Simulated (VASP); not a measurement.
# ZnCd5O6 (P1) in VASP: single point with PBE

Aim: the single point of ZnCd5O6 with PBE.

All numbers are computed with VASP 6.6.1; they aren't measurements. Logs are shortened: lines on timing, memory, paths and dates and some standing lists are left out, and cuts for length are marked.

### 1 The cell of the first run

The typed cell holds 12 atoms: a = 3.304 Å, b = 4.789 Å, c = 9.950 Å, α = 90.00°, β = 89.12°, γ = 90.03°.

### 2 Single point, PBE

Input file INCAR:

```
PREC = Accurate ; ENCUT = 520
EDIFF = 1E-7 ; ISMEAR = 0
SIGMA = 0.2 ; LREAL = F
LASPH = T ; NELM = 80
ALGO = Normal ; ISIF = 2
LWAVE = F ; LCHARG = F
GGA = PE ; NBANDS = 66
```

Input file KPOINTS:

```
Automatic mesh
0
Gamma
  6 6 2
```

Input file POSCAR:

```
ZnCd5O6
1.0
    3.3034813588     -0.0012471994      0.0252024283
   -0.0002941247      4.7893953173     -0.0003749474
    0.0760601771      0.0000060191      9.9493271711
Zn Cd O
1 5 6
Direct
   -0.0034716788      0.0301427169      0.4994031793
    0.0140353758      0.0016326752      0.8277112706
    0.5004545397      0.5010001099     -0.0000718504
   -0.0125713968      0.0017270136      0.1720231047
    0.4933493211      0.5063456879      0.3385211090
    0.5060935185      0.5060865535      0.6613991156
    0.0147041066      0.4997980237      0.8315400201
    0.5003210100      0.0004269055      0.0001767684
   -0.0140544805      0.4999314021      0.1686119495
    0.4440928028     -0.0057953232      0.3508224559
   -0.0004095121      0.4647319575      0.4999146162
    0.5574563938     -0.0060277228      0.6499482611
```

Potentials or basis: VASP PAW PBE potentials, release 64 (Zn, Cd, O).

On the command line:

```sh
$ cat potpaw_PBE.64/Zn/POTCAR potpaw_PBE.64/Cd/POTCAR potpaw_PBE.64/O/POTCAR > POTCAR
$ mpirun -np 1 vasp_std > vasp.out
```

OUTCAR:

```text
PREC = Accurate
   ENCUT = 520
   EDIFF = 1E-7
   ISMEAR = 0
   LREAL = F
   LASPH = T
   NELM = 80
   ISIF = 2
   GGA = PE

 ion  position               nearest neighbor table
   1  0.997  0.030  0.499-  12 2.08  11 2.08  10 2.08  10 2.37  12 2.41   6 3.22   5 3.22   5 3.26
                             4 3.26   2 3.27   6 3.27   6 3.38   5 3.39
   2  0.014  0.002  0.828-  12 2.34   8 2.37   7 2.39   8 2.39   7 2.40  12 2.50   1 3.27   6 3.31
                             6 3.34   6 3.36   3 3.36   3 3.37   3 3.38   3 3.39   6 3.39   4 3.43
   3  0.500  0.501  1.000-   7 2.34   9 2.34   7 2.37   9 2.37   8 2.39   8 2.40   2 3.36   4 3.37
                             6 3.37   5 3.37   4 3.37   2 3.37   4 3.38   2 3.38   4 3.39   2 3.39
   4  0.987  0.002  0.172-  10 2.35   8 2.37   9 2.39   8 2.39   9 2.40  10 2.51   1 3.26   5 3.31
                             5 3.34   5 3.35   3 3.37   3 3.37   3 3.38   5 3.39   3 3.39   2 3.43
   5  0.493  0.506  0.339-  11 2.28   9 2.33  11 2.34  10 2.35   9 2.40  10 2.46   6 3.21   1 3.22
                             1 3.26   4 3.31   4 3.34   4 3.35   3 3.37   4 3.39   1 3.39
   6  0.506  0.506  0.661-  11 2.28   7 2.33  12 2.35  11 2.35   7 2.40  12 2.46   5 3.21   1 3.22
                             1 3.27   2 3.31   2 3.34   2 3.36   3 3.37   1 3.38   2 3.39
   7  0.015  0.500  0.832-   6 2.33   3 2.34   3 2.37   2 2.39   6 2.40   2 2.40
   8  0.500  0.000  0.000-   4 2.37   2 2.37   4 2.39   3 2.39   2 2.39   3 2.40
   9  0.986  0.500  0.169-   5 2.33   3 2.34   3 2.37   4 2.39   5 2.40   4 2.40
  10  0.444  0.994  0.351-   1 2.08   5 2.35   4 2.35   1 2.37   5 2.46   4 2.51
  11  1.000  0.465  0.500-   1 2.08   5 2.28   6 2.28   5 2.34   6 2.35
  12  0.557  0.994  0.650-   1 2.08   2 2.34   6 2.35   1 2.41   6 2.46   2 2.50

  LATTYP: Found a triclinic cell.
 ALAT       =     3.3035777281
 B/A-ratio  =     3.0117704853
 C/A-ratio  =     1.4497601495
 COS(alpha) =     0.0000781492
 COS(beta)  =     0.0004395370
 COS(gamma) =     0.0152729149

  Lattice vectors:

 A1 = (   3.3034813588,  -0.0012471994,   0.0252024283)
 A2 = (   0.0760601771,   0.0000060191,   9.9493271711)
 A3 = (   0.0002941247,  -4.7893953173,   0.0003749474)

Analysis of symmetry for initial positions (statically):
=====================================================================
 Subroutine PRICEL returns:
 Original cell was already a primitive cell.

 Routine SETGRP: Setting up the symmetry group for a
 triclinic supercell.

 Subroutine GETGRP returns: Found  1 space group operations
 (whereof  1 operations were pure point group operations)
 out of a pool of  2 trial point group operations.

The static configuration has the point symmetry C_1 .

Analysis of symmetry for dynamics (positions and initial velocities):
[... 143 lines left out ...]
   NUPDOWN=      -1.0000    fix difference up-down
   EMIN   =  10.00;   EMAX   =-10.00  energy-range for DOS
   EFERMI =   0.00;   METHOD = LEGACY
   ISMEAR =     0;   SIGMA  =   0.20  broadening in eV -4-tet -1-fermi 0-gaus
   EFERMI_NEDOS =   21; number of points for ismear=-14 and -15
   IALGO  =     38    algorithm
   IMIX   =      4    mixing-type and parameters
     AMIX     =   0.40;   BMIX     =  1.00
     AMIX_MAG =   1.60;   BMIX_MAG =  1.00
  volume/ion in A,a.u.               =      13.12        88.52
  Fermi-wavevector in a.u.,A,eV,Ry     =   1.443918  2.728609 28.366764  2.084898
  Thomas-Fermi vector in A             =   2.562271
   LORBIT       =      0    0 simple, 1 ext, 2 COOP (PROOUT), +10 PAW based schemes
   GGA     = PE    functional components
   LHFCALC =     F    Hartree Fock is set to
   AEXX    =    0.0000 exact exchange contribution
   IVDW    =     0    specifies the selected vdW correction
   LEPSILON=     F    determine dielectric tensor
   LRPA    =     F    only Hartree local field effects (RPA)
 non-spin polarized calculation
 Gauss-broadening in eV      SIGMA  =   0.20
  energy-cutoff  :      520.00
  volume of cell :      157.41
 maximum number of plane-waves:      4256
 NGX is ok and might be reduce to    28
   NGX = 13   NGY = 17   NGZ = 37

 number of electron     108.0000010 magnetization

 Free energy of the ion-electron system (eV)
  ---------------------------------------------------
  ext. energy  EPLUGINS =         0.00000000
  ---------------------------------------------------
  free energy    TOTEN  =       -46.96838772 eV

  energy without entropy =      -46.96007410  energy(sigma->0) =      -46.96423091

 E-fermi :   1.9539     XC(G=0): -11.4764

 val. band max:        1.7942534260   @ k =  -0.0000   0.5000   0.5000
 cond. band min:       2.2973992433   @ k =   0.0000   0.1667   0.0000
 fundamental gap:      0.5031458174
 Fermi energy:         1.9538768263

 k-point     1 :       0.0000    0.0000    0.0000
  band No.  band energies     occupation
      1     -15.5489      2.00000
      2     -15.1744      2.00000
      3     -15.0933      2.00000
      4     -14.9001      2.00000
      5     -14.7720      2.00000
      6     -14.7321      2.00000
[... 1645 lines left out ...]
     65      10.3827      0.00000
     66      10.8503      0.00000

 [... further k-points ...]
[... 5 lines left out ...]
  --------------------------------------------------------------------------------------
  -------------------------------------------------------------------------------------
  Total        1.2178443      1.0781967      1.2654766      0.0120735     -0.0023592     -0.0473652
  in kB       12.3959957     10.9745741     12.8808278      0.1228918     -0.0240133     -0.4821128
  external PRESSURE =      12.0837992 kB  Pullay stress =       0.0000000 kB

 VOLUME and BASIS-vectors are now :
 -----------------------------------------------------------------------------
  energy-cutoff  :      520.00
  volume of cell :      157.41
      direct lattice vectors                 reciprocal lattice vectors
     3.303481359 -0.001247199  0.025202428     0.302728619  0.000018410 -0.002314286
    -0.000294125  4.789395317 -0.000374947     0.000078834  0.208794630 -0.000000729
     0.076060177  0.000006019  9.949327171    -0.000766832  0.000007822  0.100515171

 POSITION                                       TOTAL-FORCE (eV/Angst)
 -----------------------------------------------------------------------------------
      3.32999      0.14313      4.99383         0.002102     -0.037084      0.001222
      0.10932      0.00781      8.23552         0.014237     -0.001591     -0.006810
      1.72915      2.39887      9.96104         0.000037     -0.000393      0.000331
      3.27504      0.00704      1.73640        -0.012935     -0.000722      0.009168
      1.65537      2.42448      3.38030         0.010711     -0.007287     -0.015451
      1.72203      2.42322      6.59304        -0.011802     -0.006852      0.015268
      0.11167      2.39372      8.27345        -0.011683      0.001736     -0.002661
      1.65281      0.00142      0.01437         0.000252      0.000364     -0.001524
      3.26973      2.39314      1.70224         0.011198      0.001239      0.001810
      1.49344      4.76109      3.50127         0.029037      0.013043      0.017693
      3.34002      2.22454      4.99883        -0.000254      0.023968     -0.000114
      1.89069      4.75983      6.48022        -0.030900      0.013579     -0.018932
 -----------------------------------------------------------------------------------
    total drift:                                0.000602     -0.001584      0.000854

  FREE ENERGIE OF THE ION-ELECTRON SYSTEM (eV)
  ---------------------------------------------------
  free  energy   TOTEN  =       -46.9683877178 eV

  energy  without entropy=      -46.9600740986  energy(sigma->0) =      -46.96423091
```

Wall time 11 min (1 thread of Intel Xeon Platinum 8259CL at 2.50GHz (Skylake/Cascade Lake), shared host); peak memory 0.48 GiB.

Results:

| Quantity | Value |
| --- | --- |
| Free energy | -46.9684 eV |
| Pressure | 1.2 GPa |
| Largest force | 0.039 eV/Å |
| Band gap on the k mesh | zero (band 54 reaches 1.79 eV, above the bottom of band 55 at 1.50 eV) |

Forces on the atoms (eV/Å):
```
Zn   0.002 -0.037  0.001
Cd   0.014 -0.002 -0.007
Cd   0.000  0.000  0.000
Cd  -0.013 -0.001  0.009
Cd   0.011 -0.007 -0.015
Cd  -0.012 -0.007  0.015
O   -0.012  0.002 -0.003
O    0.000  0.000 -0.002
O    0.011  0.001  0.002
O    0.029  0.013  0.018
O    0.000  0.024  0.000
O   -0.031  0.014 -0.019
```

Levels at points of the mesh, in eV from the Fermi level:
```csv
k point,band 52,band 53,band 54,band 55,band 56,band 57
"(0.00, 0.00, 0.00)",-0.93,-0.76,-0.51,-0.46,2.82,2.97
"(0.50, 0.00, 0.00)",-1.78,-0.49,-0.27,3.71,3.95,4.19
"(0.00, 0.50, 0.00)",-0.56,-0.53,-0.38,2.94,3.09,3.78
"(0.50, 0.50, 0.00)",-0.31,-0.28,-0.17,4.09,4.21,5.49
"(0.00, 0.00, 0.50)",-1.11,-0.49,-0.26,0.84,0.99,4.15
"(0.50, 0.00, 0.50)",-1.08,-0.99,-0.95,3.25,3.70,4.56
"(0.00, 0.50, 0.50)",-0.36,-0.30,-0.16,3.28,3.31,3.34
"(0.50, 0.50, 0.50)",-0.71,-0.57,-0.45,4.55,5.03,5.15
```
